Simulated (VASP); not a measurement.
# Cd4AgAs3 (R-3m) in VASP: single point with PBE

Aim: the single point of Cd4AgAs3 with PBE.

All numbers are computed with VASP 6.6.1; they aren't measurements. Logs are shortened: lines on timing, memory, paths and dates and some standing lists are left out, and cuts for length are marked.

### Step 1. The cell of the first run

It takes space group R-3m (No. 166, trigonal). The conventional cell has a = 4.233 Å, b = 4.233 Å, c = 34.949 Å, α = 90.00°, β = 90.00°, γ = 120.00°. Ag (site symmetry -3m) has 6 As at 2.89 Å and 6 Cd at 3.57 Å within 3.8 Å. Within 3.6 Å of Cd (site symmetry 3m) lie 4 As at 2.66 to 3.23 Å and 3 Cd at 3.08 Å and 3 Ag at 3.57 Å. Cd (site symmetry 3m) has 4 As at 2.80 to 2.93 Å and 6 Cd at 3.08 to 3.66 Å within 3.7 Å. Within 3.5 Å of As (site symmetry 3m) lie 4 Cd at 2.66 to 2.93 Å and 3 Ag at 2.89 Å. As (site symmetry -3m) has 8 Cd at 2.80 to 3.23 Å within 3.7 Å.

### Step 2. Single point, PBE

INCAR

```
SYSTEM = Cd4AgAs3
ALGO     = Normal         ! electronic algorithm
EDIFF    = 1E-7           ! SCF threshold, eV
ENCUT    = 520            ! plane-wave cutoff, eV
GGA      = PE             ! functional
ISIF     = 2              ! what is computed and relaxed
ISMEAR   = -1             ! smearing method
LASPH    = .TRUE.         ! aspherical terms in the spheres
LCHARG   = .FALSE.        ! write CHGCAR
LREAL    = .FALSE.        ! projectors in reciprocal space
LWAVE    = .FALSE.        ! write WAVECAR
NBANDS   = 47             ! bands
NELM     = 80             ! most SCF steps
PREC     = Accurate       ! precision mode
SIGMA    = 0.1056         ! smearing width, eV
```

KPOINTS

```
k-points
0
G
  5 5 5
  0 0 0
```

POSCAR

```
Cd4AgAs3
1.0
    4.2333663663     -0.0000002887     -0.0000000606
   -2.1166829332      3.6662029611      0.0000000303
   -2.1166829332      1.2220677499     11.6498220303
Ag Cd As
1 4 3
Direct
    0.5000000000      0.5000000000      0.5000000000
    0.0924067919      0.9075932081      0.2772203758
    0.9075932081      0.0924067919      0.7227796242
    0.2943642148      0.7056357852      0.8830926443
    0.7056357852      0.2943642148      0.1169073557
    0.2105997022      0.7894002978      0.6317991067
    0.7894002978      0.2105997022      0.3682008933
    0.0000000000      0.0000000000      0.0000000000
```

Potentials or basis: VASP PAW PBE potentials, release 64 (Ag, Cd, As).

Started as:

```console
$ cat potpaw_PBE.64/Ag/POTCAR potpaw_PBE.64/Cd/POTCAR potpaw_PBE.64/As/POTCAR > POTCAR
$ mpirun -np 1 vasp_std > vasp.out
```

OUTCAR:

```text
SYSTEM = Cd4AgAs3
   EDIFF = 1E-7
   ENCUT = 520
   GGA = PE
   ISIF = 2
   ISMEAR = -1
   LASPH = .TRUE.
   LREAL = .FALSE.
   NELM = 80
   PREC = Accurate

 ion  position               nearest neighbor table
   1  0.500  0.500  0.500-   6 2.89   7 2.89   6 2.89   7 2.89   6 2.89   7 2.89   3 3.57   2 3.57
                             3 3.57   2 3.57   2 3.57   3 3.57
   2  0.092  0.908  0.277-   7 2.66   7 2.66   7 2.66   5 3.08   5 3.08   5 3.08   8 3.23   1 3.57
                             1 3.57   1 3.57
   3  0.908  0.092  0.723-   6 2.66   6 2.66   6 2.66   4 3.08   4 3.08   4 3.08   8 3.23   1 3.57
                             1 3.57   1 3.57
   4  0.294  0.706  0.883-   8 2.80   8 2.80   8 2.80   6 2.93   3 3.08   3 3.08   3 3.08   5 3.66
                             5 3.66   5 3.66
   5  0.706  0.294  0.117-   8 2.80   8 2.80   8 2.80   7 2.93   2 3.08   2 3.08   2 3.08   4 3.66
                             4 3.66   4 3.66
   6  0.211  0.789  0.632-   3 2.66   3 2.66   3 2.66   1 2.89   1 2.89   1 2.89   4 2.93
   7  0.789  0.211  0.368-   2 2.66   2 2.66   2 2.66   1 2.89   1 2.89   1 2.89   5 2.93
   8  0.000  0.000  0.000-   5 2.80   4 2.80   5 2.80   4 2.80   4 2.80   5 2.80   2 3.23   3 3.23

  LATTYP: Found a trigonal (rhomboedric) cell.
 ALAT       =    11.9034511618
 COS(alpha) =     0.9367594082

  Lattice vectors:

 A1 = (  -0.0000000000,  -2.4441352112,  11.6498220000)
 A2 = (   2.1166834331,   1.2220674612,  11.6498219697)
 A3 = (  -2.1166829332,   1.2220677499,  11.6498220303)

Analysis of symmetry for initial positions (statically):
=====================================================================
 Subroutine PRICEL returns:
 Original cell was already a primitive cell.

 Routine SETGRP: Setting up the symmetry group for a
 trigonal (rhombohedral) supercell.

 Subroutine GETGRP returns: Found 12 space group operations
 (whereof 12 operations were pure point group operations)
 out of a pool of 12 trial point group operations.

The static configuration has the point symmetry D_3d.

Analysis of symmetry for dynamics (positions and initial velocities):
=====================================================================
 Subroutine PRICEL returns:
 Original cell was already a primitive cell.

 Routine SETGRP: Setting up the symmetry group for a
 trigonal (rhombohedral) supercell.

 Subroutine GETGRP returns: Found 12 space group operations
 (whereof 12 operations were pure point group operations)
 out of a pool of 12 trial point group operations.

The dynamic configuration has the point symmetry D_3d.

 Subroutine INISYM returns: Found 12 space group operations
 (whereof 12 operations are pure point group operations),
 and found     1 'primitive' translations

----------------------------------------------------------------------------------------

                                     Primitive cell

  volume of cell :     180.8097

  direct lattice vectors                    reciprocal lattice vectors
     4.233366366 -0.000000289 -0.000000061     0.236218639  0.136380873  0.028612737
    -2.116682933  3.666202961  0.000000030     0.000000018  0.272761778 -0.028612740
    -2.116682933  1.222067750 11.649822030     0.000000001 -0.000000000  0.085838221

  length of vectors
     4.233366366  4.233366366 11.903451162     0.274258412  0.274258412  0.085838221

  position of ions in fractional coordinates (direct lattice)
     0.500000000  0.500000000  0.500000000
     0.092406792  0.907593208  0.277220376
     0.907593208  0.092406792  0.722779624
     0.294364215  0.705635785  0.883092644
     0.705635785  0.294364215  0.116907356
     0.210599702  0.789400298  0.631799107
     0.789400298  0.210599702  0.368200893
     0.000000000  0.000000000  0.000000000

  ion indices of the primitive-cell ions
   primitive index   ion index
                 1           1
                 2           2
                 3           3
                 4           4
                 5           5
                 6           6
                 7           7
                 8           8

----------------------------------------------------------------------------------------

 KPOINTS: k-points

Automatic generation of k-mesh.
 Grid dimensions read from file:
 generate k-points for:    5    5    5

 Generating k-lattice:

  Cartesian coordinates                     Fractional coordinates (reciprocal lattice)
     0.047243728  0.027276175  0.005722547     0.200000000  0.000000000  0.000000000
     0.000000004  0.054552356 -0.005722548    -0.000000000  0.200000000  0.000000000
     0.000000000 -0.000000000  0.017167644     0.000000000 -0.000000000  0.200000000

  Length of vectors
     0.054851682  0.054851682  0.017167644

  Shift w.r.t. Gamma in fractional coordinates (k-lattice)
     0.000000000  0.000000000  0.000000000

 Subroutine IBZKPT returns following result:
 ===========================================

 Found     19 irreducible k-points:

 Following reciprocal coordinates:
            Coordinates               Weight
  0.000000  0.000000  0.000000      1.000000
  0.200000 -0.000000  0.000000      6.000000
  0.400000  0.000000  0.000000      6.000000
  0.200000  0.200000 -0.000000      6.000000
  0.400000  0.200000 -0.000000     12.000000
 -0.400000  0.200000 -0.000000     12.000000
[... 11 lines left out ...]
  0.000000 -0.000000  0.400000      2.000000
  0.200000 -0.000000  0.400000      6.000000
   k-points           NKPTS =     19   k-points in BZ     NKDIM =     19   number of bands    NBANDS=     47
   number of dos      NEDOS =    301   number of ions     NIONS =      8
   total plane-waves  NPLWV =  92160
   dimension x,y,z NGX =    32 NGY =   32 NGZ =   90
   dimension x,y,z NGXF=    64 NGYF=   64 NGZF=  180
   ions per type =               1   4   3
   NGX,Y,Z   is equivalent  to a cutoff of  12.57, 12.57, 12.57 a.u.
   NGXF,Y,Z  is equivalent  to a cutoff of  25.13, 25.13, 25.14 a.u.
 SYSTEM =  Cd4AgAs3
   PREC   = accura    normal or accurate (medium, high low for compatibility)
   ISTART =      0    job   : 0-new  1-cont  2-samecut
   ICHARG =      2    charge: 1-file 2-atom 10-const
   ISPIN  =      1    spin polarized calculation?
   LNONCOLLINEAR =      F non collinear calculations
   LSORBIT =      F    spin-orbit coupling
   LASPH  =      T    aspherical Exc in radial PAW
   ENCUT  =  520.0 eV  38.22 Ry    6.18 a.u.   7.87  7.87 22.13*2*pi/ulx,y,z
   NELM   =     80;   NELMIN=  2; NELMDL= -5     # of ELM steps
   EDIFF  = 0.1E-06   stopping-criterion for ELM
   LREAL  =      F    real-space projection
   EDIFFG = 0.1E-05   stopping-criterion for IOM
   NSW    =      0    number of steps for IOM
   IBRION =     -1    ionic relax: 0-MD 1-quasi-New 2-CG
   NFREE  =      0    steps in history (QN), initial steepest desc. (CG)
   ISIF   =      2    stress and relaxation
   ISYM   =      2    0-nonsym 1-usesym 2-fastsym
   POTIM  = 0.5000    time-step for ionic-motion
   TEBEG  =    0.0;   TEEND  =   0.0 temperature during run
   PSTRESS=    0.0 pullay stress
   NELECT =      74.0000    total number of electrons
   NUPDOWN=      -1.0000    fix difference up-down
   EMIN   =  10.00;   EMAX   =-10.00  energy-range for DOS
   EFERMI =   0.00;   METHOD = LEGACY
   ISMEAR =    -1;   SIGMA  =   0.11  broadening in eV -4-tet -1-fermi 0-gaus
   EFERMI_NEDOS =   21; number of points for ismear=-14 and -15
   IALGO  =     38    algorithm
   IMIX   =      4    mixing-type and parameters
     AMIX     =   0.40;   BMIX     =  1.00
     AMIX_MAG =   1.60;   BMIX_MAG =  1.00
  volume/ion in A,a.u.               =      22.60       152.52
  Fermi-wavevector in a.u.,A,eV,Ry     =   1.215472  2.296909 20.100860  1.477372
  Thomas-Fermi vector in A             =   2.350858
   LORBIT       =      0    0 simple, 1 ext, 2 COOP (PROOUT), +10 PAW based schemes
   GGA     = PE    functional components
   LHFCALC =     F    Hartree Fock is set to
   AEXX    =    0.0000 exact exchange contribution
   IVDW    =     0    specifies the selected vdW correction
   LEPSILON=     F    determine dielectric tensor
   LRPA    =     F    only Hartree local field effects (RPA)
 non-spin polarized calculation
  energy-cutoff  :      520.00
  volume of cell :      180.81
 maximum number of plane-waves:      4899
   NGX = 15   NGY = 15   NGZ = 45

 number of electron      73.9999985 magnetization

 Free energy of the ion-electron system (eV)
  ---------------------------------------------------
  ext. energy  EPLUGINS =         0.00000000
  ---------------------------------------------------
  free energy    TOTEN  =       -19.23161716 eV

  energy without entropy =      -19.14224345  energy(sigma->0) =      -19.18693031

 E-fermi :   3.7044     XC(G=0): -10.2695

 val. band max:        3.7026819347   @ k =   0.2000  -0.2000   0.2000
 cond. band min:       3.7998511465   @ k =   0.2000  -0.0000   0.0000
 fundamental gap:      0.0971692118
 Fermi energy:         3.7043842448

 k-point     1 :       0.0000    0.0000    0.0000
  band No.  band energies     occupation
      1      -8.3005      2.00000
      2      -7.9224      2.00000
      3      -7.6872      2.00000
      4      -5.6174      2.00000
      5      -5.6174      2.00000
      6      -5.6018      2.00000
[... 39 lines left out ...]
     46       7.8974      0.00000
     47       9.0043      0.00000

 k-point     2 :       0.2000   -0.0000    0.0000
  band No.  band energies     occupation
      1      -8.0847      2.00000
      2      -7.8035      2.00000
      3      -7.5990      2.00000
      4      -5.6059      2.00000
      5      -5.5934      2.00000
      6      -5.5562      2.00000
[... 39 lines left out ...]
     46       8.4516      0.00000
     47       8.8037      0.00000

 k-point     3 :       0.4000    0.0000    0.0000
  band No.  band energies     occupation
      1      -7.7091      2.00000
      2      -7.6065      2.00000
      3      -7.5112      2.00000
      4      -5.5861      2.00000
      5      -5.5183      2.00000
      6      -5.4994      2.00000
[... 789 lines left out ...]
     46       8.2234      0.00000
     47       9.2372      0.00000

 k-point    19 :       0.2000   -0.0000    0.4000
  band No.  band energies     occupation
      1      -8.0134      2.00000
      2      -7.9249      2.00000
      3      -7.5515      2.00000
      4      -5.6086      2.00000
      5      -5.6059      2.00000
      6      -5.5478      2.00000
[... 39 lines left out ...]
     46       8.5780      0.00000
     47       8.9538      0.00000

------------------------ aborting loop because EDIFF is reached ----------------------------------------

  FORCE on cell =-STRESS in cart. coord.  units (eV):
  Direction    XX          YY          ZZ          XY          YZ          ZX
  --------------------------------------------------------------------------------------
  -------------------------------------------------------------------------------------
  Total        5.9082385      5.9082385     -0.0659847     -0.0000000      0.0000000     -0.0000001
  in kB       52.3536501     52.3536501     -0.5846985     -0.0000000      0.0000000     -0.0000008
  external PRESSURE =      34.7075339 kB  Pullay stress =       0.0000000 kB

 VOLUME and BASIS-vectors are now :
 -----------------------------------------------------------------------------
  energy-cutoff  :      520.00
  volume of cell :      180.81
      direct lattice vectors                 reciprocal lattice vectors
     4.233366366 -0.000000289 -0.000000061     0.236218639  0.136380873  0.028612737
    -2.116682933  3.666202961  0.000000030     0.000000018  0.272761778 -0.028612740
    -2.116682933  1.222067750 11.649822030     0.000000001 -0.000000000  0.085838221

 POSITION                                       TOTAL-FORCE (eV/Angst)
 -----------------------------------------------------------------------------------
      0.00000      2.44414      5.82491        -0.000000      0.000000      0.000000
     -2.11668      3.66620      3.22957        -0.000000      0.000000     -0.014648
      2.11668      1.22207      8.42025         0.000000     -0.000000      0.014648
     -2.11668      3.66620     10.28787        -0.000000      0.000000     -0.003449
      2.11668      1.22207      1.36195         0.000000     -0.000000      0.003449
     -2.11668      3.66620      7.36035        -0.000000      0.000000     -0.040631
      2.11668      1.22207      4.28947         0.000000     -0.000000      0.040631
      0.00000      0.00000      0.00000        -0.000000      0.000000      0.000000
 -----------------------------------------------------------------------------------
    total drift:                               -0.000000      0.000000     -0.000000

  FREE ENERGIE OF THE ION-ELECTRON SYSTEM (eV)
  ---------------------------------------------------
  free  energy   TOTEN  =       -19.2316171637 eV

  energy  without entropy=      -19.1422434544  energy(sigma->0) =      -19.18693031
```

It took 88 s on 1 thread of Intel Xeon 6975P-C (Granite Rapids), shared host; peak memory 0.37 GiB.

What came out:

* Free energy: -19.2316 eV
* Pressure: 3.5 GPa
* Largest force: 0.041 eV/Å
* Band gap on the k mesh: zero (bands 37 and 38 overlap by 0.76 eV)

Forces on the atoms (eV/Å):
```
Ag   0.000  0.000  0.000
Cd   0.000  0.000 -0.015
Cd   0.000  0.000  0.015
Cd   0.000  0.000 -0.003
Cd   0.000  0.000  0.003
As   0.000  0.000 -0.041
As   0.000  0.000  0.041
As   0.000  0.000  0.000
```

Caveat: the cell stands under pressure.
